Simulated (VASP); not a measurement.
Set up this calculation in VASP 6.6.1, as the native input.

```
Task                   : single point
Functional             : PBE
Potentials or basis    : VASP PAW PBE potentials, release 64 (Na_pv)
Cutoff                 : 520 eV
k mesh                 : 7 × 7 × 7
Occupations            : fermi-dirac, width 0.1 eV
Spin                   : no spin polarisation
Dipole correction      : no
Further INCAR settings : ALGO = Normal; EDIFF = 1e-07; NBANDS = 10
```

The structure of Na lies in POSCAR:

```
Na
1.0
    1.5259093164      1.5259093164      1.5259093164
   -1.5259093164      1.5259093164      1.5259093164
   -1.5259093164     -1.5259093164      1.5259093164
Na
1
Direct
    0.0000000000      0.0000000000      0.0000000000
```

The input as run:

INCAR

```
SYSTEM = Na
PREC = Accurate
ENCUT = 520
EDIFF = 1E-7
ISMEAR = -1
SIGMA = 0.1
LREAL = .FALSE.
LASPH = .TRUE.
NELM = 100
ALGO = Normal
ISIF = 2
LWAVE = .FALSE.
LCHARG = .FALSE.
GGA = PE
NBANDS = 10
```

KPOINTS

```
Automatic mesh
0
G
  7 7 7
  0 0 0
```

Potentials or basis: VASP PAW PBE potentials, release 64 (Na_pv).

Command:

```console
$ cat potpaw_PBE.64/Na_pv/POTCAR > POTCAR
$ mpirun -np 1 vasp_std > vasp.out
```

Results of the run:

```json
{
  "Pressure": "45.2 GPa"
}
```

Caveat: the k points lie up to 0.42 Å⁻¹ apart.

Wall time 2.9 s on 1 thread of AMD EPYC 7R13 Processor (Zen 3), on a shared host, peak memory 0.09 GiB.
